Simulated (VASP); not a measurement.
Set up this calculation in VASP 6.6.1, as the native input.

```yaml
Task: single point
Functional: PBE
Potentials_or_basis: VASP PAW PBE potentials, release 64 (Si, C)
Cutoff: 520 eV
k_mesh: 14 × 14 × 14
Occupations: gaussian, width 0.1 eV
Spin: no spin polarisation
Dipole_correction: no
Further_INCAR_settings: ALGO = Normal; EDIFF = 1e-07; NBANDS = 18
```

The structure of Si2C3 lies in POSCAR:

```
Si2C3
1.0
   -1.9294706816      1.9294706816      5.0911113746
    1.9294706816     -1.9294706816      5.0911113746
    1.9294706816      1.9294706816     -5.0911113746
Si C
2 3
Direct
    0.5000000000      0.0000000000      0.5000000000
    0.0000000000      0.5000000000      0.5000000000
    0.5000000000      0.5000000000      0.0000000000
    0.9289391098      0.9289391098      0.0000000000
    0.0710608902      0.0710608902      0.0000000000
```

The cell was generated, and may not be a known phase.

One way to write it, as run:

INCAR

```
  PREC = Accurate
  ENCUT = 520
  EDIFF = 1E-7
  ISMEAR = 0
  SIGMA = 0.1
  LREAL = False
  LASPH = True
  NELM = 80
  ALGO = Normal
  ISIF = 2
  LWAVE = False
  LCHARG = True
  GGA = PE
  LELF = True
  LVHAR = True
  NBANDS = 18
```

KPOINTS

```
regular mesh
0
Gamma
  14 14 14
```

Potentials or basis: VASP PAW PBE potentials, release 64 (Si, C).

Launch:

```bash
$ cat potpaw_PBE.64/Si/POTCAR potpaw_PBE.64/C/POTCAR > POTCAR
$ mpirun -np 1 vasp_std > vasp.out
```

It gave:

```json
{
 "Pressure": "0.2 GPa",
 "Largest force": "0.097 eV/Å",
 "Band gap on the k mesh": "zero (bands 10 and 11 overlap by 2.20 eV)"
}
```

Wall time 10 min on 1 thread of Intel(R) Xeon(R) Platinum 8259CL CPU @ 2.50GHz (Skylake/Cascade Lake), with other jobs on the host, peak memory 0.49 GiB.
